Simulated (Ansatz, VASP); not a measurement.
**AsP2: VASP beside Ansatz**

```
CELL_PARAMETERS angstrom
3.94309 0.00000 0.00000
-1.97154 3.41482 0.00000
0.00000 0.00000 9.28316
ATOMIC_POSITIONS crystal
P 0.66667 0.33333 0.36297
P 0.33333 0.66667 0.63703
P 0.33333 0.66667 0.86297
P 0.66667 0.33333 0.13703
As 0.00000 0.00000 0.50000
As 0.00000 0.00000 0.00000
```

Alike in both runs: functional PBE; k mesh 12 × 12 × 4; occupations gaussian, width 0.1 eV; no spin polarisation.

Ansatz relaxed the structure, and its values are those at the end. VASP's run is a single point on that final structure, the one shown.

```csv
,VASP,Ansatz
version,VASP 6.6.1,Ansatz 0.2.0
potentials or method,"VASP PAW PBE potentials, release 64 (P, As), cutoff 520 eV","scalar-relativistic, plane waves, PAW"
valence electrons in the cell,30,50
```

|  | VASP | Ansatz | Ansatz less VASP |
| --- | --- | --- | --- |
| gap on the k mesh at the Fermi level (eV) | none | none | - |
| pressure (GPa) | 0.0 | 0.0 | +0.05 |
| rms of the force components (eV/Å) | 0.023 | 0.004 | -0.0188 |

A gap of «none» marks a metal or a gap that the smearing closes. The functional is the same, so the differences come from potentials, cutoffs and numerics. VASP's potentials hold 30 valence electrons a cell and Ansatz's 50, so a difference there can come from the potentials and not from the codes.
